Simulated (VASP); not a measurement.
Wanted: the native input for a VASP 6.6.1 run.

```
Task                   : single point
Functional             : PBE
Potentials or basis    : VASP PAW PBE potentials, release 64 (W_sv, S)
Cutoff                 : 520 eV
k mesh                 : 6 × 6 × 6
Occupations            : gaussian, width 0.1 eV
Spin                   : collinear spin, ferrimagnetic start
Starting moments       : [0.69, -0.13] μB
Hubbard terms          : W d U = 6.2 eV
Dipole correction      : no
Further INCAR settings : ALGO = Normal; EDIFF = 1e-07; NBANDS = 21
```

The structure of WS lies in POSCAR:

```
WS
1.0
    3.0517160747      0.0000000000      0.0000000000
    0.0000000000      3.0517160747      0.0000000000
    0.0000000000      0.0000000000      3.0517160747
W S
1 1
Direct
    0.0000000000      0.0000000000      0.0000000000
    0.5000000000      0.5000000000      0.5000000000
```

The input as run:

INCAR

```
SYSTEM = WS
  PREC = Accurate
  ENCUT = 520
  EDIFF = 1E-7
  ISMEAR = 0
  SIGMA = 0.1
  LREAL = .FALSE.
  LASPH = .TRUE.
  NELM = 150
  ALGO = Normal
  ISIF = 2
  LWAVE = .FALSE.
  LCHARG = .FALSE.
  ISPIN = 2
  MAGMOM = 0.69 -0.13
  LORBIT = 11
  LMAXMIX = 4
  LDAU = .TRUE.
  LDAUTYPE = 2
  LDAUL = 2 -1
  LDAUU = 6.2 0
  LDAUJ = 0 0
  LDAUPRINT = 1
  GGA = PE
  NBANDS = 21
```

KPOINTS

```
Automatic mesh
0
G
  6 6 6
  0 0 0
```

Potentials or basis: VASP PAW PBE potentials, release 64 (W_sv, S).

Command:

```bash
$ cat potpaw_PBE.64/W_sv/POTCAR potpaw_PBE.64/S/POTCAR > POTCAR
$ mpirun -np 1 vasp_std > vasp.out
```

It gave:

| Quantity | Value |
| --- | --- |
| Pressure | -1.0 GPa |
| Band gap on the k mesh | zero (filled and empty bands overlap) |
| Net moment | 0.00 μB per cell |
| Valence electrons inside the program's atomic spheres | W 11.80; S 3.63 |

Caveat: spin-orbit coupling is left out, which moves the levels of the heavy elements.

Run time: 14 s on 1 thread of Intel(R) Xeon(R) 6975P-C (Granite Rapids), on a shared host, peak memory 0.16 GiB.
